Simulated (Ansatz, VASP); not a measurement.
Two plane-wave programs on KBr

```
CELL_PARAMETERS angstrom
0.00000 3.28286 3.28286
3.28286 0.00000 3.28286
3.28286 3.28286 0.00000
ATOMIC_POSITIONS crystal
K 0.00000 0.00000 0.00000
Br 0.50000 0.50000 0.50000
```

Alike in both runs: functional PBE; dispersion D3(BJ); k mesh 6 × 6 × 6; occupations gaussian, width 0.02 eV; no spin polarisation.

Ansatz relaxed the structure, and its values are those at the end. VASP's run is a single point on that final structure, the one shown.

|  | VASP | Ansatz |
| --- | --- | --- |
| version | VASP 6.6.1 | Ansatz 0.2.0 |
| potentials or method | VASP PAW PBE potentials, release 64 (K_sv, Br), cutoff 520 eV | scalar-relativistic, plane waves, PAW |
| valence electrons in the cell | 16 | 16 |

|  | VASP | Ansatz | Ansatz less VASP |
| --- | --- | --- | --- |
| gap on the k mesh at the Fermi level (eV) | 4.48 | 4.48 | +0.002 |
| least direct gap on the mesh (eV) | 4.48 | 4.48 | +0.002 |
| pressure (GPa) | 0.0 | 0.0 | -0.04 |
